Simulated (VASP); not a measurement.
Write the native input for VASP 6.6.1 that does the following.

| Property | Result |
| --- | --- |
| Task | single point |
| Functional | PBEsol |
| Potentials or basis | VASP PAW PBE potentials, release 64 (Hf_pv, B) |
| Cutoff | 520 eV |
| k mesh | 15 × 15 × 12 |
| Occupations | fermi-dirac, width 0.03 eV |
| Spin | no spin polarisation |
| Dipole correction | no |
| Further INCAR settings | ALGO = Normal; EDIFF = 1e-06; NBANDS = 15 |

The structure of HfB2 lies in POSCAR:

```
HfB2
1.0
    3.1400001005      0.0000000000      0.0000000000
   -1.5700000503      2.7193198549      0.0000000000
    0.0000000000      0.0000000000      3.5148000000
Hf B
1 2
Direct
    0.0000000000      0.0000000000      0.0000000000
    0.3333333333      0.6666666667      0.5000000000
    0.6666666667      0.3333333333      0.5000000000
```

This cell differs from its parent crystal: zz strain of +1 %.

One way to write it, as run:

INCAR

```
SYSTEM = HfB2
ALGO = Normal
EDIFF = 1E-6
ENCUT = 520
GGA = PS
ISIF = 2
ISMEAR = -1
LASPH = .TRUE.
LCHARG = .FALSE.
LREAL = .FALSE.
LWAVE = .FALSE.
NBANDS = 15
NELM = 100
PREC = Accurate
SIGMA = 0.03
```

KPOINTS

```
k-points
0
G
  15 15 12
  0 0 0
```

Potentials or basis: VASP PAW PBE potentials, release 64 (Hf_pv, B).

Run with:

```console
$ cat potpaw_PBE.64/Hf_pv/POTCAR potpaw_PBE.64/B/POTCAR > POTCAR
$ mpirun -np 1 vasp_std > vasp.out
```

It gave:

| Item | Value |
| --- | --- |
| Pressure | -6.7 GPa |
| Band gap on the k mesh | zero (band 8 reaches 8.32 eV, above the bottom of band 9 at 7.22 eV) |

Caveat: the cell differs from its parent crystal (zz strain of +1 %); the PAW data sets were made with another functional, which shifts forces and pressure a little; spin-orbit coupling is left out, which moves the levels of the heavy elements.

Wall time 28 s on 1 thread of Intel Xeon 6975P-C (shared host), peak memory 0.21 GiB.
